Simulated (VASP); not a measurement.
Set up this calculation in VASP 6.6.1, as the native input.

```
Task                   : single point
Functional             : PBE
Potentials or basis    : VASP PAW PBE potentials, release 64 (Ti_sv, Te)
Cutoff                 : 520 eV
k mesh                 : 12 × 12 × 8
Occupations            : gaussian, width 0.1 eV
Spin                   : no spin polarisation
Dipole correction      : no
Further INCAR settings : ALGO = Normal; EDIFF = 1e-06; NBANDS = 19
```

The structure of TiTe2 lies in POSCAR:

```
TiTe2
1.0
    3.7675075465      0.0000000000      0.0000000000
   -1.8837537732      3.2627572442      0.0000000000
    0.0000000000      0.0000000000      6.9240468969
Ti Te
1 2
Direct
    0.0000000000      0.0000000000      0.0000000000
    0.6666666667      0.3333333333      0.2501297881
    0.3333333333      0.6666666667      0.7498702119
```

One way to write it, as run:

INCAR

```
SYSTEM = TiTe2
PREC     = Accurate       ! precision mode
ENCUT    = 520            ! plane-wave cutoff, eV
EDIFF    = 1E-6           ! SCF threshold, eV
ISMEAR   = 0              ! smearing method
SIGMA    = 0.1            ! smearing width, eV
LREAL    = .FALSE.        ! projectors in reciprocal space
LASPH    = .TRUE.         ! aspherical terms in the spheres
NELM     = 80             ! most SCF steps
ALGO     = Normal         ! electronic algorithm
ISIF     = 2              ! what is computed and relaxed
LWAVE    = .FALSE.        ! write WAVECAR
LCHARG   = .FALSE.        ! write CHGCAR
GGA      = PE             ! functional
NBANDS   = 19             ! bands
```

KPOINTS

```
regular mesh
0
G
  12 12 8
  0 0 0
```

Potentials or basis: VASP PAW PBE potentials, release 64 (Ti_sv, Te).

The run is started by

```console
$ cat potpaw_PBE.64/Ti_sv/POTCAR potpaw_PBE.64/Te/POTCAR > POTCAR
$ mpirun -np 1 vasp_std > vasp.out
```

It gave:

```
Pressure               : 0.0 GPa
Largest force          : 0.008 eV/Å
Band gap on the k mesh : zero (band 12 reaches 6.53 eV, above the bottom of band 13 at 5.87 eV)
```

Caveat: spin-orbit coupling is left out, which moves the levels of the heavy elements; this functional lacks dispersion, which binds the layers, so the pressure and a relaxed spacing across them are unreliable.

Run time: 3.5 min on 1 thread of Intel(R) Xeon(R) Platinum 8375C CPU @ 2.90GHz (Ice Lake), with other jobs on the host, peak memory 0.34 GiB.
